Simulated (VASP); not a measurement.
# Lu (Fm-3m) in VASP: further runs, part 2 of 2

VASP 6.6.1. Earlier steps stand in the parts before.

**3. Relaxation of cell and atoms, PBE**

File INCAR:

```
SYSTEM = Lu
PREC     = Accurate       ! precision mode
ENCUT    = 600            ! plane-wave cutoff, eV
EDIFF    = 1E-7           ! SCF threshold, eV
ISMEAR   = -1             ! smearing method
SIGMA    = 0.05           ! smearing width, eV
LREAL    = .False.        ! projectors in reciprocal space
LASPH    = .True.         ! aspherical terms in the spheres
NELM     = 80             ! most SCF steps
ALGO     = Normal         ! electronic algorithm
ISIF     = 3              ! what is computed and relaxed
LWAVE    = .False.        ! write WAVECAR
LCHARG   = .False.        ! write CHGCAR
GGA      = PE             ! functional
IBRION   = 2              ! ionic algorithm
NSW      = 45             ! ionic steps
EDIFFG   = -0.005         ! ionic threshold
```

File KPOINTS:

```
Automatic mesh
0
Gamma
  15 15 15
  0 0 0
```

File POSCAR:

```
Lu
1.0
    0.0000000000      2.4373278929      2.4373278929
    2.4373278929      0.0000000000      2.4373278929
    2.4373278929      2.4373278929      0.0000000000
Lu
1
Direct
    0.0000000000      0.0000000000      0.0000000000
```

Potentials or basis: VASP PAW PBE potentials, release 64 (Lu).

On the command line:

```
$ cat potpaw_PBE.64/Lu/POTCAR > POTCAR
$ mpirun -np 1 vasp_std > vasp.out
```

OUTCAR:

```text
SYSTEM = Lu
   PREC = Accurate
   ENCUT = 600
   EDIFF = 1E-7
   ISMEAR = -1
   LREAL = .False.
   LASPH = .True.
   NELM = 80
   ISIF = 3
   GGA = PE
   IBRION = 2
   NSW = 45
   EDIFFG = -0.005

 ion  position               nearest neighbor table
   1  0.000  0.000  0.000-

  LATTYP: Found a face centered cubic cell.
 ALAT       =     4.8746557858

  Lattice vectors:

 A1 = (   0.0000000000,   2.4373278929,   2.4373278929)
 A2 = (   2.4373278929,   0.0000000000,   2.4373278929)
 A3 = (   2.4373278929,   2.4373278929,   0.0000000000)

Analysis of symmetry for initial positions (statically):
=====================================================================
 Subroutine PRICEL returns:
 Original cell was already a primitive cell.

 Routine SETGRP: Setting up the symmetry group for a
 face centered cubic supercell.

 Subroutine GETGRP returns: Found 48 space group operations
 (whereof 48 operations were pure point group operations)
 out of a pool of 48 trial point group operations.

The static configuration has the point symmetry O_h .

Analysis of symmetry for dynamics (positions and initial velocities):
=====================================================================
 Subroutine PRICEL returns:
 Original cell was already a primitive cell.

 Routine SETGRP: Setting up the symmetry group for a
 face centered cubic supercell.

 Subroutine GETGRP returns: Found 48 space group operations
 (whereof 48 operations were pure point group operations)
 out of a pool of 48 trial point group operations.

The dynamic configuration has the point symmetry O_h .
[... 162 lines left out ...]
     0.000000000  2.437327893  2.437327893    -0.205142690  0.205142690  0.205142690
     2.437327893  0.000000000  2.437327893     0.205142690 -0.205142690  0.205142690
     2.437327893  2.437327893  0.000000000     0.205142690  0.205142690 -0.205142690

 POSITION                                       TOTAL-FORCE (eV/Angst)
 -----------------------------------------------------------------------------------
      0.00000      0.00000      0.00000        -0.000000      0.000000      0.000000
 -----------------------------------------------------------------------------------
    total drift:                               -0.000000     -0.000000     -0.000000

  FREE ENERGIE OF THE ION-ELECTRON SYSTEM (eV)
  ---------------------------------------------------
  free  energy   TOTEN  =        -4.4849993706 eV

  energy  without entropy=       -4.4721527491  energy(sigma->0) =       -4.47857606

--------------------------------------- Ionic step        2  -------------------------------------------

 number of electron      25.0000003 magnetization

 Free energy of the ion-electron system (eV)
  ---------------------------------------------------
  ext. energy  EPLUGINS =         0.00000000
  ---------------------------------------------------
  free energy    TOTEN  =        -4.48505639 eV

  energy without entropy =       -4.47207550  energy(sigma->0) =       -4.47856595

 E-fermi :   2.2807     XC(G=0): -10.6687

 val. band max:        2.2491704515   @ k =  -0.4667   0.2667   0.1333
 cond. band min:       2.2884135869   @ k =  -0.2667   0.3333   0.0667
 fundamental gap:      0.0392431354
 Fermi energy:         2.2806577732

 k-point     1 :       0.0000    0.0000    0.0000
  band No.  band energies     occupation
      1     -53.9403      2.00000
      2     -24.3640      2.00000
      3     -24.3640      2.00000
      4     -24.3640      2.00000
      5      -3.7972      2.00000
      6      -2.7476      2.00000
[... 433 lines left out ...]
      3     -24.4094      2.00000
      4     -24.4053      2.00000
      5      -2.7445      2.00000
      6      -2.7262      2.00000
[... 8 lines left out ...]
     15       5.0940      0.00000
     16       5.6887      0.00000

 [... further k-points ...]

------------------------ aborting loop because EDIFF is reached ----------------------------------------

  FORCE on cell =-STRESS in cart. coord.  units (eV):
  Direction    XX          YY          ZZ          XY          YZ          ZX
  --------------------------------------------------------------------------------------
  -------------------------------------------------------------------------------------
  Total       -0.0037729     -0.0037729     -0.0037729     -0.0000000     -0.0000000     -0.0000000
  in kB       -0.2078156     -0.2078156     -0.2078156     -0.0000000     -0.0000000     -0.0000000
  external PRESSURE =      -0.2078156 kB  Pullay stress =       0.0000000 kB

 VOLUME and BASIS-vectors are now :
 -----------------------------------------------------------------------------
  energy-cutoff  :      600.00
  volume of cell :       29.09
      direct lattice vectors                 reciprocal lattice vectors
     0.000000000  2.440949080  2.440949080    -0.204838357  0.204838357  0.204838357
     2.440949080  0.000000000  2.440949080     0.204838357 -0.204838357  0.204838357
     2.440949080  2.440949080  0.000000000     0.204838357  0.204838357 -0.204838357

 POSITION                                       TOTAL-FORCE (eV/Angst)
 -----------------------------------------------------------------------------------
      2.44095      2.44095      0.00000         0.000000      0.000000     -0.000000
 -----------------------------------------------------------------------------------
    total drift:                                0.000000      0.000000     -0.000000

  FREE ENERGIE OF THE ION-ELECTRON SYSTEM (eV)
  ---------------------------------------------------
  free  energy   TOTEN  =        -4.4850563935 eV

  energy  without entropy=       -4.4720754981  energy(sigma->0) =       -4.47856595

 reached required accuracy - stopping structural energy minimisation
```

OSZICAR:

```text
N       E                     dE             d eps       ncg     rms          rms(c)
DAV:   1     0.782341304135E+02    0.78234E+02   -0.11501E+04  4712   0.566E+03
DAV:   2    -0.185504806473E+00   -0.78420E+02   -0.77356E+02  4168   0.355E+02
DAV:   3    -0.441415613639E+01   -0.42287E+01   -0.41923E+01  4864   0.692E+01
[... 15 lines left out ...]
DAV:   4    -0.448423882013E+01   -0.56939E-03   -0.10033E-03  6728   0.278E-01    0.978E-02
DAV:   5    -0.448501913378E+01   -0.78031E-03   -0.14994E-03  7280   0.290E-01    0.254E-02
DAV:   6    -0.448504677899E+01   -0.27645E-04   -0.43043E-05  5792   0.677E-02    0.126E-02
DAV:   7    -0.448505659210E+01   -0.98131E-05   -0.28576E-05  7136   0.446E-02    0.214E-03
DAV:   8    -0.448505631940E+01    0.27271E-06   -0.10307E-06  5640   0.100E-02    0.478E-04
DAV:   9    -0.448505639346E+01   -0.74061E-07   -0.39318E-08  2648   0.206E-03
   2 F= -.44850564E+01 E0= -.44785659E+01  d E =-.570229E-04
```

It took 2.6 min on 1 thread of Oxide Virtual Turin-like, shared host; peak memory 0.19 GiB.

What came out:

* Free energy: -4.4851 eV
* Relaxed volume: 29.09 Å³/atom
* Relaxed cell: a = 3.452 Å, b = 3.452 Å, c = 3.452 Å, α = 60.00°, β = 60.00°, γ = 60.00°
* Space group after relaxing (to 0.1 Å): Fm-3m (No. 225)
* Energy gained by relaxing: 0.1 meV/atom
* Ionic steps: 2
* Pressure after relaxing: 0.0 GPa
* Band gap on the k mesh: zero (an odd number of electrons rules out a gap without spin polarisation)

Final structure:
```xyz
1
Lattice="0.0000 2.4409 2.4409 2.4409 0.0000 2.4409 2.4409 2.4409 0.0000" Properties=species:S:1:pos:R:3 pbc="T T T"
Lu    2.4409    2.4409    0.0000
```

Caveat: spin-orbit coupling is left out, which moves the levels of the heavy elements.

**4. Relaxation of cell and atoms, PBE**

This run uses another cell than the first one, of 29.17 Å³/atom.

File INCAR:

```
PREC = Accurate
ENCUT = 600
EDIFF = 1E-7
ISMEAR = -1
SIGMA = 0.05
LREAL = F
LASPH = T
NELM = 80
ALGO = Normal
ISIF = 3
LWAVE = F
LCHARG = F
GGA = PE
IBRION = 2
NSW = 60
EDIFFG = -0.005
```

File KPOINTS:

```
Automatic mesh
0
Gamma
  15 15 15
```

File POSCAR:

```
Lu
1.0
    0.0000000000      2.4432830035      2.4432830035
    2.4432830035      0.0000000000      2.4432830035
    2.4432830035      2.4432830035      0.0000000000
Lu
1
Direct
    0.0000000000      0.0000000000      0.0000000000
```

On the command line:

```
$ cat potpaw_PBE.64/Lu/POTCAR > POTCAR
$ mpirun -np 1 vasp_std > vasp.out
```

Wall time 2.2 min (1 thread of Oxide Virtual Turin-like, shared host); peak memory 0.19 GiB.

It converged, with:

```
Free energy                           : -4.4851 eV
Relaxed volume                        : 29.07 Å³/atom
Relaxed cell                          : a = 3.451 Å, b = 3.451 Å, c = 3.451 Å, α = 60.00°, β = 60.00°, γ = 60.00°
Space group after relaxing (to 0.1 Å) : Fm-3m (No. 225)
Energy gained by relaxing             : 0.0 meV/atom
Ionic steps                           : 2
Pressure after relaxing               : 0.0 GPa
Band gap on the k mesh                : zero (an odd number of electrons rules out a gap without spin polarisation)
```

Final structure:
```xyz
1
Lattice="0.0000 2.4403 2.4403 2.4403 0.0000 2.4403 2.4403 2.4403 0.0000" Properties=species:S:1:pos:R:3 pbc="T T T"
Lu    2.4403    2.4403    0.0000
```

Levels at points of the mesh, in eV from the Fermi level:
| k point | band 10 | band 11 | band 12 | band 13 | band 14 | band 15 |
| --- | --- | --- | --- | --- | --- | --- |
| (0.00, 0.00, 0.00) | -4.90 | -4.90 | -4.90 | 2.25 | 2.25 | 2.25 |

Caveat: spin-orbit coupling is left out, which moves the levels of the heavy elements.

**5. The runs side by side**

```csv
task,cell,cutoff (eV),gap on the mesh (eV),pressure (GPa),relaxed volume (Å³/atom)
single point,"a = 3.447 Å, angles 60.0°, 1 atom",520,none,0.1,-
relaxation of cell and atoms,"relaxed from a = 3.447 Å, angles 60.0°, 1 atom",600,none,0.0,29.09
relaxation of cell and atoms,"relaxed from a = 3.455 Å, angles 60.0°, 1 atom",600,none,0.0,29.07
```

Alike in all rows: level PBE; potentials or basis VASP PAW PBE potentials, release 64 (Lu); no spin polarisation; k mesh 15 × 15 × 15; smearing fermi-dirac 0.05 eV.

Caveats: spin-orbit coupling is left out, which moves the levels of the heavy elements.

Total energies depend on the potentials used, so only differences within one code and one set of settings carry meaning.

The gap in the log of VASP goes by the Fermi energy; the results here count the filled bands.